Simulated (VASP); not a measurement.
Runs of VASP 6.6.1 on Li2Ta. The structure is that of space group P6/mmm (No. 191), or close to it. The cells are those of the table. 

```tsv
task	cell	k mesh	cutoff (eV)	gap on the mesh (eV)	pressure (GPa)	relaxed volume (Å³/atom)
single point	a = 3.140, b = 3.140, c = 4.870 Å, angles 90.0, 90.0, 120.0°, 3 atoms	6 × 6 × 6	520	none	-	-
single point	a = 3.145, b = 3.145, c = 4.859 Å, angles 90.0, 90.0, 120.0°, 3 atoms	18 × 18 × 10	520	none	-	-
relaxation of cell and atoms	relaxed from a = 3.449, b = 3.449, c = 3.724 Å, angles 90.0, 90.0, 120.0°, 3 atoms	6 × 6 × 6	600	none	0.3	13.66
relaxation of cell and atoms	relaxed from a = 3.140, b = 3.140, c = 4.870 Å, angles 90.0, 90.0, 120.0°, 3 atoms	18 × 18 × 10	600	none	0.0	(a)
```

Alike in all rows: level PBE; potentials or basis VASP PAW PBE potentials, release 64 (Li_sv, Ta_pv); no spin polarisation; smearing gaussian 0.1 eV.

Question: Fill in the values left out.

Answer: (a) 13.84.

Caveats: some runs use coarse meshes; the cutoff is under 1.25 times the usual one of these potentials, so pressure, stress and relaxed cells hold a basis-set (Pulay) error; spin-orbit coupling is left out, which moves the levels of the heavy elements.

A k mesh can miss the band edges, and the runs leave out spin-orbit coupling on Ta.

A gap of «none» marks levels without a gap at the run's occupations.
